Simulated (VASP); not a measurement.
# GaSb2 (P6/mmm) in VASP: notebook

The runs below take GaSb2 through single point, with PBE.

Everything below comes from runs of VASP 6.6.1. Logs are shortened: lines on timing, memory, paths and dates and some standing lists are left out, and cuts for length are marked.

## 1. The cell of the first run

It takes space group P6/mmm (No. 191, hexagonal). The conventional cell has a = 4.268 Å, b = 4.268 Å, c = 4.607 Å, α = 90.00°, β = 90.00°, γ = 120.00°. Within 4.4 Å of Ga (site symmetry 6/mmm) lie 12 Sb at 3.37 Å and 6 Ga at 4.27 Å. Within 3.4 Å of Sb (site symmetry -6m2) lie 3 Sb at 2.46 Å and 6 Ga at 3.37 Å.

The cell was generated, and may not be a known phase.

## 2. Single point, PBE

The input, INCAR:

```
PREC = Accurate
ENCUT = 520
EDIFF = 1E-6
ISMEAR = 0
SIGMA = 0.1
LREAL = F
LASPH = T
NELM = 100
ALGO = Normal
ISIF = 2
LWAVE = F
LCHARG = F
GGA = PE
NBANDS = 18
```

The input, KPOINTS:

```
Automatic mesh
0
Gamma
  6 6 4
```

The input, POSCAR:

```
GaSb2
1.0
    4.2675955800      0.0000000000      0.0000000000
   -2.1337977900      3.6958461800      0.0000000000
    0.0000000000      0.0000000000      4.6071899500
Ga Sb
1 2
Direct
    0.0000000000      0.0000000000      0.0000000000
    0.3333333300      0.6666666700      0.5000000000
    0.6666666700      0.3333333300      0.5000000000
```

Potentials or basis: VASP PAW PBE potentials, release 64 (Ga_d, Sb).

Run with:

```console
> cat potpaw_PBE.64/Ga_d/POTCAR potpaw_PBE.64/Sb/POTCAR > POTCAR
> mpirun -np 1 vasp_std > vasp.out
```

OUTCAR:

```text
PREC = Accurate
   ENCUT = 520
   EDIFF = 1E-6
   ISMEAR = 0
   LREAL = F
   LASPH = T
   NELM = 100
   ISIF = 2
   GGA = PE

 ion  position               nearest neighbor table
   1  0.000  0.000  0.000-
   2  0.333  0.667  0.500-   3 2.46   3 2.46   3 2.46
   3  0.667  0.333  0.500-   2 2.46   2 2.46   2 2.46

  LATTYP: Found a hexagonal cell.
 ALAT       =     4.2675955800
 C/A-ratio  =     1.0795751058

  Lattice vectors:

 A1 = (   4.2675955800,   0.0000000000,   0.0000000000)
 A2 = (  -2.1337977900,   3.6958461800,   0.0000000000)
 A3 = (   0.0000000000,   0.0000000000,   4.6071899500)

Analysis of symmetry for initial positions (statically):
=====================================================================
 Subroutine PRICEL returns:
 Original cell was already a primitive cell.

 Routine SETGRP: Setting up the symmetry group for a
 hexagonal supercell.

 Subroutine GETGRP returns: Found 24 space group operations
 (whereof 24 operations were pure point group operations)
 out of a pool of 24 trial point group operations.

The static configuration has the point symmetry D_6h.

Analysis of symmetry for dynamics (positions and initial velocities):
=====================================================================
 Subroutine PRICEL returns:
 Original cell was already a primitive cell.

 Routine SETGRP: Setting up the symmetry group for a
 hexagonal supercell.

 Subroutine GETGRP returns: Found 24 space group operations
 (whereof 24 operations were pure point group operations)
 out of a pool of 24 trial point group operations.

The dynamic configuration has the point symmetry D_6h.

 Subroutine INISYM returns: Found 24 space group operations
 (whereof 24 operations are pure point group operations),
 and found     1 'primitive' translations

----------------------------------------------------------------------------------------

                                     Primitive cell

  volume of cell :      72.6663

  direct lattice vectors                    reciprocal lattice vectors
     4.267595580  0.000000000  0.000000000     0.234323984  0.135287016  0.000000000
    -2.133797790  3.695846180  0.000000000     0.000000000  0.270574031  0.000000000
     0.000000000  0.000000000  4.607189950     0.000000000  0.000000000  0.217052045

  length of vectors
     4.267595580  4.267595575  4.607189950     0.270574031  0.270574031  0.217052045

  position of ions in fractional coordinates (direct lattice)
     0.000000000  0.000000000  0.000000000
     0.333333330  0.666666670  0.500000000
     0.666666670  0.333333330  0.500000000

  ion indices of the primitive-cell ions
   primitive index   ion index
                 1           1
                 2           2
                 3           3

----------------------------------------------------------------------------------------

 KPOINTS: Automatic mesh

Automatic generation of k-mesh.
 Grid dimensions read from file:
 generate k-points for:    6    6    4

 Generating k-lattice:

  Cartesian coordinates                     Fractional coordinates (reciprocal lattice)
     0.039053997  0.022547836  0.000000000     0.166666667  0.000000000  0.000000000
     0.000000000  0.045095672  0.000000000     0.000000000  0.166666667  0.000000000
     0.000000000  0.000000000  0.054263011     0.000000000  0.000000000  0.250000000

  Length of vectors
     0.045095672  0.045095672  0.054263011

  Shift w.r.t. Gamma in fractional coordinates (k-lattice)
     0.000000000  0.000000000  0.000000000

 Subroutine IBZKPT returns following result:
 ===========================================

 Found     21 irreducible k-points:

 Following reciprocal coordinates:
            Coordinates               Weight
  0.000000  0.000000  0.000000      1.000000
  0.166667 -0.000000  0.000000      6.000000
  0.333333  0.000000  0.000000      6.000000
  0.500000  0.000000  0.000000      3.000000
  0.166667  0.166667  0.000000      6.000000
  0.333333  0.166667  0.000000     12.000000
[... 13 lines left out ...]
  0.333333  0.166667  0.500000     12.000000
  0.333333  0.333333  0.500000      2.000000
   k-points           NKPTS =     21   k-points in BZ     NKDIM =     21   number of bands    NBANDS=     18
   number of dos      NEDOS =    301   number of ions     NIONS =      3
   total plane-waves  NPLWV =  36864
   dimension x,y,z NGX =    32 NGY =   32 NGZ =   36
   dimension x,y,z NGXF=    64 NGYF=   64 NGZF=   72
   ions per type =               1   2
   NGX,Y,Z   is equivalent  to a cutoff of  12.47, 12.47, 12.99 a.u.
   NGXF,Y,Z  is equivalent  to a cutoff of  24.93, 24.93, 25.98 a.u.
 SYSTEM =  unknown system
   PREC   = accura    normal or accurate (medium, high low for compatibility)
   ISTART =      0    job   : 0-new  1-cont  2-samecut
   ICHARG =      2    charge: 1-file 2-atom 10-const
   ISPIN  =      1    spin polarized calculation?
   LNONCOLLINEAR =      F non collinear calculations
   LSORBIT =      F    spin-orbit coupling
   LASPH  =      T    aspherical Exc in radial PAW
   ENCUT  =  520.0 eV  38.22 Ry    6.18 a.u.   7.93  7.93  8.57*2*pi/ulx,y,z
   NELM   =    100;   NELMIN=  2; NELMDL= -5     # of ELM steps
   EDIFF  = 0.1E-05   stopping-criterion for ELM
   LREAL  =      F    real-space projection
   EDIFFG = 0.1E-04   stopping-criterion for IOM
   NSW    =      0    number of steps for IOM
   IBRION =     -1    ionic relax: 0-MD 1-quasi-New 2-CG
   NFREE  =      0    steps in history (QN), initial steepest desc. (CG)
   ISIF   =      2    stress and relaxation
   ISYM   =      2    0-nonsym 1-usesym 2-fastsym
   POTIM  = 0.5000    time-step for ionic-motion
   TEBEG  =    0.0;   TEEND  =   0.0 temperature during run
   PSTRESS=    0.0 pullay stress
   NELECT =      23.0000    total number of electrons
   NUPDOWN=      -1.0000    fix difference up-down
   EMIN   =  10.00;   EMAX   =-10.00  energy-range for DOS
   EFERMI =   0.00;   METHOD = LEGACY
   ISMEAR =     0;   SIGMA  =   0.10  broadening in eV -4-tet -1-fermi 0-gaus
   EFERMI_NEDOS =   21; number of points for ismear=-14 and -15
   IALGO  =     38    algorithm
   IMIX   =      4    mixing-type and parameters
     AMIX     =   0.40;   BMIX     =  1.00
     AMIX_MAG =   1.60;   BMIX_MAG =  1.00
  volume/ion in A,a.u.               =      24.22       163.46
  Fermi-wavevector in a.u.,A,eV,Ry     =   1.115680  2.108330 16.935744  1.244742
  Thomas-Fermi vector in A             =   2.252287
   LORBIT       =      0    0 simple, 1 ext, 2 COOP (PROOUT), +10 PAW based schemes
   GGA     = PE    functional components
   LHFCALC =     F    Hartree Fock is set to
   AEXX    =    0.0000 exact exchange contribution
   IVDW    =     0    specifies the selected vdW correction
   LEPSILON=     F    determine dielectric tensor
   LRPA    =     F    only Hartree local field effects (RPA)
 non-spin polarized calculation
 Gauss-broadening in eV      SIGMA  =   0.10
  energy-cutoff  :      520.00
  volume of cell :       72.67
 maximum number of plane-waves:      1980
 NGX is ok and might be reduce to    32
   NGX = 15   NGY = 15   NGZ = 17

 number of electron      22.9999997 magnetization

 Free energy of the ion-electron system (eV)
  ---------------------------------------------------
  ext. energy  EPLUGINS =         0.00000000
  ---------------------------------------------------
  free energy    TOTEN  =        -6.84106425 eV

  energy without entropy =       -6.83004401  energy(sigma->0) =       -6.83555413

 E-fermi :   8.0622     XC(G=0): -10.1976

 val. band max:        8.0555032342   @ k =   0.1667   0.1667   0.5000
 cond. band min:       8.1261075533   @ k =   0.0000   0.0000   0.5000
 fundamental gap:      0.0706043191
 Fermi energy:         8.0622258481

 k-point     1 :       0.0000    0.0000    0.0000
  band No.  band energies     occupation
      1      -7.0392      2.00000
      2      -7.0234      2.00000
      3      -7.0234      2.00000
      4      -7.0168      2.00000
      5      -7.0168      2.00000
      6      -6.4818      2.00000
[... 10 lines left out ...]
     17      13.8548      0.00000
     18      13.8548      0.00000

 k-point     2 :       0.1667   -0.0000    0.0000
  band No.  band energies     occupation
      1      -7.0289      2.00000
      2      -7.0244      2.00000
      3      -7.0203      2.00000
      4      -7.0194      2.00000
      5      -7.0172      2.00000
      6      -6.1886      2.00000
[... 10 lines left out ...]
     17      12.4187      0.00000
     18      13.3096      0.00000

 k-point     3 :       0.3333    0.0000    0.0000
  band No.  band energies     occupation
      1      -7.0272      2.00000
      2      -7.0245      2.00000
      3      -7.0179      2.00000
      4      -7.0178      2.00000
      5      -7.0140      2.00000
      6      -5.3198      2.00000
[... 10 lines left out ...]
     17      13.1469      0.00000
     18      14.3033      0.00000

 k-point     4 :       0.5000    0.0000    0.0000
  band No.  band energies     occupation
      1      -7.0287      2.00000
      2      -7.0270      2.00000
      3      -7.0183      2.00000
      4      -7.0140      2.00000
      5      -7.0108      2.00000
      6      -4.3853      2.00000
[... 312 lines left out ...]
      4      -7.0162      2.00000
      5      -7.0055      2.00000
      6      -5.3091      2.00000
[... 10 lines left out ...]
     17      13.2052      0.00000
     18      14.9852      0.00000

 k-point    20 :       0.3333    0.1667    0.5000
  band No.  band energies     occupation
      1      -7.0534      2.00000
      2      -7.0293      2.00000
      3      -7.0228      2.00000
      4      -7.0131      2.00000
      5      -7.0032      2.00000
      6      -4.2363      2.00000
[... 10 lines left out ...]
     17      16.1508      0.00000
     18      16.3037      0.00000

 k-point    21 :       0.3333    0.3333    0.5000
  band No.  band energies     occupation
      1      -7.0421      2.00000
      2      -7.0421      2.00000
      3      -7.0172      2.00000
      4      -7.0172      2.00000
      5      -7.0031      2.00000
      6      -3.1316      2.00000
[... 10 lines left out ...]
     17      15.7030      0.00000
     18      16.5687      0.00000

------------------------ aborting loop because EDIFF is reached ----------------------------------------

  FORCE on cell =-STRESS in cart. coord.  units (eV):
  Direction    XX          YY          ZZ          XY          YZ          ZX
  --------------------------------------------------------------------------------------
  -------------------------------------------------------------------------------------
  Total       22.2708742     22.2708741     -0.3385368      0.0000000      0.0000000     -0.0000000
  in kB      491.0374139    491.0374125     -7.4641995      0.0000000      0.0000000     -0.0000000
  external PRESSURE =     324.8702090 kB  Pullay stress =       0.0000000 kB

 VOLUME and BASIS-vectors are now :
 -----------------------------------------------------------------------------
  energy-cutoff  :      520.00
  volume of cell :       72.67
      direct lattice vectors                 reciprocal lattice vectors
     4.267595580  0.000000000  0.000000000     0.234323984  0.135287016  0.000000000
    -2.133797790  3.695846180  0.000000000     0.000000000  0.270574031  0.000000000
     0.000000000  0.000000000  4.607189950     0.000000000  0.000000000  0.217052045

 POSITION                                       TOTAL-FORCE (eV/Angst)
 -----------------------------------------------------------------------------------
      0.00000      0.00000      0.00000         0.000000      0.000000     -0.000000
     -0.00000      2.46390      2.30359        -0.000000      0.000000      0.000000
      2.13380      1.23195      2.30359         0.000000      0.000000     -0.000000
 -----------------------------------------------------------------------------------
    total drift:                                0.000000      0.000000      0.000000

  FREE ENERGIE OF THE ION-ELECTRON SYSTEM (eV)
  ---------------------------------------------------
  free  energy   TOTEN  =        -6.8410642548 eV

  energy  without entropy=       -6.8300440104  energy(sigma->0) =       -6.83555413
```

Run time: 40 s. Hardware: 1 thread of Intel Xeon 8259CL, shared host; peak memory 0.19 GiB.

What came out:

- Free energy: -6.8411 eV
- Pressure: 32.5 GPa
- Band gap on the k mesh: zero (an odd number of electrons rules out a gap without spin polarisation)

Levels at points of the mesh, in eV from the Fermi level:
```csv
k point,band 7,band 8,band 9,band 10,band 11,band 12,band 13,band 14,band 15,band 16
"(0.00, 0.00, 0.00)",-5.03,-4.94,-3.94,-3.94,-3.29,-0.33,-0.33,2.86,3.98,5.42
"(0.50, 0.00, 0.00)",-10.81,-5.75,-5.03,-2.46,-1.29,-0.50,0.10,2.78,3.06,6.01
"(0.00, 0.00, 0.50)",-8.22,-3.82,-3.82,-3.02,0.06,0.81,0.81,1.53,2.42,2.42
"(0.50, 0.00, 0.50)",-10.47,-5.90,-5.44,-4.86,-2.42,-0.37,0.98,4.84,5.39,6.51
```

Caveat: the stress differs along the axes, from -1 to 49 GPa; spin-orbit coupling is left out, which moves the levels of the heavy elements; an odd number of electrons without spin polarisation forces a metal; a magnetic or distorted state may lie lower.

(Part 1 of 2 ends here.)

The gap in the log of VASP goes by the Fermi energy; the results here count the filled bands.